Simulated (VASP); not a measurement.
Here is a VASP 6.6.1 calculation.

The input INCAR:

```
SYSTEM = Li
PREC = Accurate
ENCUT = 520
EDIFF = 1E-7
ISMEAR = -1
SIGMA = 0.05
LREAL = Auto
LASPH = .True.
NELM = 100
ALGO = Normal
ISIF = 2
LWAVE = .False.
LCHARG = .False.
GGA = PE
NBANDS = 40
```

KPOINTS

```
regular mesh
0
Gamma
  4 4 1
  0 0 0
```

The input POSCAR:

```
Li
1.0
    6.9800000000      0.0000000000      0.0000000000
    3.4900000000      4.9356050000      0.0000000000
    0.0000000000      0.0000000000     20.4034080000
Li
17
Direct
   -0.2499999493      0.4999998987      0.0490114201
    0.2500000507      0.4999998987      0.0490114201
   -0.2500000000      1.0000000000      0.0490114201
    0.2500000000      1.0000000000      0.0490114201
    0.0001980439     -0.0008651422      0.1623718449
    0.5011235419     -0.0026035309      0.1629292028
    0.0028270973      0.4973489572      0.1583363426
    0.4987659690      0.4975677754      0.1620375380
   -0.2474042377      0.5139560398      0.2715572810
    0.2368275549      0.5024950335      0.2740190266
   -0.2511826763      1.0112748083      0.2824325230
    0.2435685062      1.0040690047      0.2824361989
    0.0026016061     -0.0036751320      0.4077590861
    0.4953645358      0.0118666303      0.4052428398
   -0.0124085750      0.5036549724      0.3913465339
    0.5002318226      0.5049243203      0.3797519022
    0.6880238389      0.5120038982      0.5016446762
```

Potentials or basis: VASP PAW PBE potentials, release 64 (Li_sv).

The run is started by

```bash
$ cat potpaw_PBE.64/Li_sv/POTCAR > POTCAR
$ mpirun -np 1 vasp_std > vasp.out
```

Q: Predict the largest force.

A: 0.033 eV/Å.

Q: Estimate the band gap on the k mesh.

A: Zero (an odd number of electrons rules out a gap without spin polarisation).

Forces in eV/Å, atoms in the order of the input:
```
Li  -0.017 -0.002 -0.013
Li   0.016  0.002 -0.029
Li  -0.003  0.000  0.017
Li   0.004  0.001  0.016
Li  -0.001  0.000  0.001
Li  -0.001 -0.003  0.000
Li   0.001  0.001 -0.004
Li  -0.001  0.001 -0.003
Li  -0.002 -0.006  0.001
Li   0.005  0.002  0.011
Li  -0.002  0.001 -0.002
Li   0.001 -0.001 -0.003
Li   0.002 -0.003  0.002
Li   0.002  0.006  0.004
Li  -0.002  0.001  0.002
Li   0.010 -0.002  0.000
Li  -0.011  0.002 -0.001
```
